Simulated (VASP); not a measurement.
# C in VASP: single point with PBEsol

Aim: the single point of C with PBEsol.

All numbers are computed with VASP 6.6.1; they aren't measurements. Logs are shortened: lines on timing, memory, paths and dates and some standing lists are left out, and cuts for length are marked.

### Step 1. The cell of the first run

The cell holds a slab with vacuum, 2 atoms: a = 2.473 Å, b = 2.559 Å, c = 9.194 Å, α = 90.00°, β = 86.71°, γ = 121.15°.

### Step 2. Single point, PBEsol (strained and its atoms moved)

Contents of INCAR:

```
PREC = Accurate ; ENCUT = 520
EDIFF = 1E-6 ; ISMEAR = 0
SIGMA = 0.1 ; LREAL = F
LASPH = T ; NELM = 60
ALGO = Normal ; ISIF = 2
LWAVE = F ; LCHARG = F
GGA = PS ; NBANDS = 11
```

Contents of KPOINTS:

```
regular mesh
0
Gamma
  18 18 4
```

Contents of POSCAR:

```
C
1.0
    2.4714966640     -0.0503269266      0.0737833517
   -1.2793327290      2.2158696819     -0.0000076620
    0.2560550529      0.1478027503      9.1892566883
C
2
Direct
    0.3476921481      0.6738460791      0.0060588422
    0.6523078519      0.3261539209     -0.0060588422
```

Potentials or basis: VASP PAW PBE potentials, release 64 (C).

Run with:

```console
cat potpaw_PBE.64/C/POTCAR > POTCAR
mpirun -np 1 vasp_std > vasp.out
```

OUTCAR:

```text
PREC = Accurate
   ENCUT = 520
   EDIFF = 1E-6
   ISMEAR = 0
   LREAL = F
   LASPH = T
   NELM = 60
   ISIF = 2
   GGA = PS

 ion  position               nearest neighbor table
   1  0.348  0.674  0.006-   2 1.43   2 1.43   2 1.48
   2  0.652  0.326  0.994-   1 1.43   1 1.43   1 1.48

  LATTYP: Found a base centered monoclinic cell.
 ALAT       =     4.2330037393
 B/A-ratio  =     0.6044563053
 C/A-ratio  =     2.1719828550
 COS(beta)  =    -0.0669785787

  Lattice vectors:

 A1 = (  -2.4714966640,   0.0503269266,  -0.0737833517)
 A2 = (  -1.1921639350,  -2.1655427553,  -0.0737756897)
 A3 = (   0.2560550529,   0.1478027503,   9.1892566883)

Analysis of symmetry for initial positions (statically):
=====================================================================
 Subroutine PRICEL returns:
 Original cell was already a primitive cell.

 Routine SETGRP: Setting up the symmetry group for a
 base centered monoclinic supercell.

 Subroutine GETGRP returns: Found  4 space group operations
 (whereof  4 operations were pure point group operations)
 out of a pool of  4 trial point group operations.

The static configuration has the point symmetry C_2h.

Analysis of symmetry for dynamics (positions and initial velocities):
=====================================================================
 Subroutine PRICEL returns:
 Original cell was already a primitive cell.

 Routine SETGRP: Setting up the symmetry group for a
 base centered monoclinic supercell.

 Subroutine GETGRP returns: Found  4 space group operations
 (whereof  4 operations were pure point group operations)
 out of a pool of  4 trial point group operations.

The dynamic configuration has the point symmetry C_2h.

 Subroutine INISYM returns: Found  4 space group operations
 (whereof  4 operations are pure point group operations),
 and found     1 'primitive' translations

----------------------------------------------------------------------------------------

                                     Primitive cell

  volume of cell :      49.6776

  direct lattice vectors                    reciprocal lattice vectors
     2.471496664 -0.050326927  0.073783352     0.409886580  0.236648032 -0.015227647
    -1.279332729  2.215869682 -0.000007662     0.009528884  0.456791554 -0.007612690
     0.256055053  0.147802750  9.189256688    -0.003291097 -0.001899739  0.108944991

  length of vectors
     2.473109893  2.558665801  9.194011547     0.473541108  0.456954348  0.109011244

  position of ions in fractional coordinates (direct lattice)
     0.347692148  0.673846079  0.006058842
     0.652307852  0.326153921  0.993941158

  ion indices of the primitive-cell ions
   primitive index   ion index
                 1           1
                 2           2

----------------------------------------------------------------------------------------

 KPOINTS: regular mesh

Automatic generation of k-mesh.
 Grid dimensions read from file:
 generate k-points for:   18   18    4

 Generating k-lattice:

  Cartesian coordinates                     Fractional coordinates (reciprocal lattice)
     0.022771477  0.013147113 -0.000845980     0.055555556  0.000000000  0.000000000
     0.000529382  0.025377309 -0.000422927     0.000000000  0.055555556  0.000000000
    -0.000822774 -0.000474935  0.027236248     0.000000000 -0.000000000  0.250000000

  Length of vectors
     0.026307839  0.025386353  0.027252811

  Shift w.r.t. Gamma in fractional coordinates (k-lattice)
     0.000000000  0.000000000  0.000000000

 Subroutine IBZKPT returns following result:
 ===========================================

 Found    353 irreducible k-points:

 Following reciprocal coordinates:
            Coordinates               Weight
  0.000000  0.000000  0.000000      1.000000
  0.055556 -0.000000  0.000000      2.000000
  0.111111 -0.000000  0.000000      2.000000
  0.166667 -0.000000  0.000000      2.000000
  0.222222 -0.000000  0.000000      2.000000
  0.277778 -0.000000 -0.000000      2.000000
[... 16 lines left out ...]
  0.166667  0.111111  0.000000      4.000000
  0.222222  0.111111  0.000000      4.000000
 [... further k-points ...]
   k-points           NKPTS =    353   k-points in BZ     NKDIM =    353   number of bands    NBANDS=     11
   number of dos      NEDOS =    301   number of ions     NIONS =      2
   total plane-waves  NPLWV =  25200
   dimension x,y,z NGX =    18 NGY =   20 NGZ =   70
   dimension x,y,z NGXF=    36 NGYF=   40 NGZF=  140
   ions per type =               2
   NGX,Y,Z   is equivalent  to a cutoff of  12.10, 12.99, 12.66 a.u.
   NGXF,Y,Z  is equivalent  to a cutoff of  24.20, 25.99, 25.31 a.u.
 SYSTEM =  unknown system
   PREC   = accura    normal or accurate (medium, high low for compatibility)
   ISTART =      0    job   : 0-new  1-cont  2-samecut
   ICHARG =      2    charge: 1-file 2-atom 10-const
   ISPIN  =      1    spin polarized calculation?
   LNONCOLLINEAR =      F non collinear calculations
   LSORBIT =      F    spin-orbit coupling
   LASPH  =      T    aspherical Exc in radial PAW
   ENCUT  =  520.0 eV  38.22 Ry    6.18 a.u.   4.60  4.76 17.09*2*pi/ulx,y,z
   NELM   =     60;   NELMIN=  2; NELMDL= -5     # of ELM steps
   EDIFF  = 0.1E-05   stopping-criterion for ELM
   LREAL  =      F    real-space projection
   EDIFFG = 0.1E-04   stopping-criterion for IOM
   NSW    =      0    number of steps for IOM
   IBRION =     -1    ionic relax: 0-MD 1-quasi-New 2-CG
   NFREE  =      0    steps in history (QN), initial steepest desc. (CG)
   ISIF   =      2    stress and relaxation
   ISYM   =      2    0-nonsym 1-usesym 2-fastsym
   POTIM  = 0.5000    time-step for ionic-motion
   TEBEG  =    0.0;   TEEND  =   0.0 temperature during run
   PSTRESS=    0.0 pullay stress
   NELECT =       8.0000    total number of electrons
   NUPDOWN=      -1.0000    fix difference up-down
   EMIN   =  10.00;   EMAX   =-10.00  energy-range for DOS
   EFERMI =   0.00;   METHOD = LEGACY
   ISMEAR =     0;   SIGMA  =   0.10  broadening in eV -4-tet -1-fermi 0-gaus
   EFERMI_NEDOS =   21; number of points for ismear=-14 and -15
   IALGO  =     38    algorithm
   IMIX   =      4    mixing-type and parameters
     AMIX     =   0.40;   BMIX     =  1.00
     AMIX_MAG =   1.60;   BMIX_MAG =  1.00
  volume/ion in A,a.u.               =      24.84       167.62
  Fermi-wavevector in a.u.,A,eV,Ry     =   0.890672  1.683126 10.793458  0.793297
  Thomas-Fermi vector in A             =   2.012393
   LORBIT       =      0    0 simple, 1 ext, 2 COOP (PROOUT), +10 PAW based schemes
   GGA     = PS    functional components
   LHFCALC =     F    Hartree Fock is set to
   AEXX    =    0.0000 exact exchange contribution
   IVDW    =     0    specifies the selected vdW correction
   LEPSILON=     F    determine dielectric tensor
   LRPA    =     F    only Hartree local field effects (RPA)
 non-spin polarized calculation
 Gauss-broadening in eV      SIGMA  =   0.10
  energy-cutoff  :      520.00
  volume of cell :       49.68
 maximum number of plane-waves:      1356
   NGX =  9   NGY =  9   NGZ = 35

 number of electron       7.9999999 magnetization

 Free energy of the ion-electron system (eV)
  ---------------------------------------------------
  ext. energy  EPLUGINS =         0.00000000
  ---------------------------------------------------
  free energy    TOTEN  =       -19.01135215 eV

  energy without entropy =      -19.01117949  energy(sigma->0) =      -19.01126582

 E-fermi :  -1.2410     XC(G=0):  -4.6222

 val. band max:       -1.3591077896   @ k =   0.3333   0.3333   0.0000
 cond. band min:      -1.1229319065   @ k =   0.3333   0.3333   0.5000
 fundamental gap:      0.2361758831
 Fermi energy:        -1.2410102790

 k-point     1 :       0.0000    0.0000    0.0000
  band No.  band energies     occupation
      1     -20.3295      2.00000
      2      -8.5533      2.00000
      3      -5.1254      2.00000
      4      -3.0600      2.00000
      5       2.0497      0.00000
      6       4.1025      0.00000
      7       5.2774      0.00000
      8       6.0523      0.00000
      9       7.5991      0.00000
     10       9.5283      0.00000
     11      10.3027      0.00000

 k-point     2 :       0.0556   -0.0000    0.0000
  band No.  band energies     occupation
      1     -20.2540      2.00000
      2      -8.4668      2.00000
      3      -5.2637      2.00000
      4      -3.3795      2.00000
      5       2.1498      0.00000
      6       4.1967      0.00000
      7       5.3685      0.00000
      8       6.0360      0.00000
      9       7.8944      0.00000
     10       9.3571      0.00000
     11      10.4713      0.00000

 k-point     3 :       0.1111   -0.0000    0.0000
  band No.  band energies     occupation
      1     -20.0280      2.00000
      2      -8.2088      2.00000
      3      -5.6359      2.00000
      4      -4.2511      2.00000
      5       2.4495      0.00000
      6       4.4779      0.00000
      7       5.6102      0.00000
      8       5.9733      0.00000
      9       8.7334      0.00000
     10       8.8596      0.00000
     11      10.9629      0.00000
[... 267 lines left out ...]
 k-point    23 :       0.1667    0.1111    0.0000
  band No.  band energies     occupation
      1     -18.9304      2.00000
      2      -7.7512      2.00000
      3      -6.9582      2.00000
      4      -6.6736      2.00000
      5       3.8600      0.00000
      6       5.6817      0.00000
      7       6.0069      0.00000
      8       6.5478      0.00000
      9       7.6400      0.00000
     10      10.2652      0.00000
     11      12.5023      0.00000

 k-point    24 :       0.2222    0.1111    0.0000
  band No.  band energies     occupation
      1     -18.2659      2.00000
      2      -8.6745      2.00000
      3      -7.7561      2.00000
      4      -6.2188      2.00000
      5       4.3186      0.00000
      6       5.3309      0.00000
      7       6.2341      0.00000
      8       6.7649      0.00000
      9       8.3684      0.00000
     10      11.5078      0.00000
     11      12.9173      0.00000

 [... further k-points ...]

------------------------ aborting loop because EDIFF is reached ----------------------------------------

  FORCE on cell =-STRESS in cart. coord.  units (eV):
  Direction    XX          YY          ZZ          XY          YZ          ZX
  --------------------------------------------------------------------------------------
  -------------------------------------------------------------------------------------
  Total       -1.2935317     -2.8826974     -0.2386757      1.3762589     -0.1553193     -0.2690443
  in kB      -41.7183133    -92.9712605     -7.6976451     44.3863882     -5.0092789     -8.6770761
  external PRESSURE =     -47.4624063 kB  Pullay stress =       0.0000000 kB

 VOLUME and BASIS-vectors are now :
 -----------------------------------------------------------------------------
  energy-cutoff  :      520.00
  volume of cell :       49.68
      direct lattice vectors                 reciprocal lattice vectors
     2.471496664 -0.050326927  0.073783352     0.409886580  0.236648032 -0.015227647
    -1.279332729  2.215869682 -0.000007662     0.009528884  0.456791554 -0.007612690
     0.256055053  0.147802750  9.189256688    -0.003291097 -0.001899739  0.108944991

 POSITION                                       TOTAL-FORCE (eV/Angst)
 -----------------------------------------------------------------------------------
     -0.00120      1.47655      0.08132        -2.285540     -1.319551     -1.962990
      1.44942      0.83679      9.18171         2.285540      1.319551      1.962990
 -----------------------------------------------------------------------------------
    total drift:                               -0.000000      0.000000      0.000000

  FREE ENERGIE OF THE ION-ELECTRON SYSTEM (eV)
  ---------------------------------------------------
  free  energy   TOTEN  =       -19.0113521544 eV

  energy  without entropy=      -19.0111794857  energy(sigma->0) =      -19.01126582
```

Wall time 2.4 min (1 thread of Intel Xeon Platinum 8375C at 2.90GHz (Ice Lake), shared host); peak memory 0.27 GiB.

Results:

| Item | Value |
| --- | --- |
| Free energy | -19.0114 eV |
| Largest force | 3.289 eV/Å |

Forces on the atoms (eV/Å):
```
C   -2.286 -1.320 -1.963
C    2.286  1.320  1.963
```

Caveat: the cell differs from its parent crystal (strained and its atoms moved); there is no dipole correction, which matters where the two faces differ; the PAW data sets were made with another functional, which shifts forces and pressure a little.
